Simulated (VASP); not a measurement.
Runs of VASP 6.6.1 on Ta3Ag. The structure is that of space group Pm-3m (No. 221), or close to it. The cells are those of the table. 

| task | cell | k mesh | cutoff (eV) | gap on the mesh (eV) | pressure (GPa) | relaxed volume (Å³/atom) |
| --- | --- | --- | --- | --- | --- | --- |
| relaxation of cell and atoms | relaxed from a = 4.082 Å, 4 atoms | 4 × 4 × 4 | 500 | none | -0.3 | (a) |
| single point | a = 4.066, b = 4.066, c = 4.024 Å, 4 atoms | 4 × 4 × 4 | 500 | none | 16.1 | - |
| single point | a = 4.160 Å, 4 atoms | 12 × 12 × 12 | 520 | none | 0.0 | - |
| relaxation of cell and atoms | relaxed from a = 4.066, b = 4.066, c = 4.024 Å, 4 atoms | 4 × 4 × 4 | 600 | none | 0.1 | 17.87 |
| single point | a = 4.158 Å, 4 atoms | 4 × 4 × 4 | 500 | none | 0.0 | - |

Alike in all rows: level PBE; potentials or basis VASP PAW PBE potentials, release 64 (Ta_pv, Ag); no spin polarisation; smearing gaussian 0.1 eV.

Estimate the missing entries.

(a) 18.00.

Caveats: some runs use coarse meshes; spin-orbit coupling is left out, which moves the levels of the heavy elements.

A k mesh can miss the band edges, and the runs leave out spin-orbit coupling on Ag, Ta.

A gap of «none» marks levels without a gap at the run's occupations.
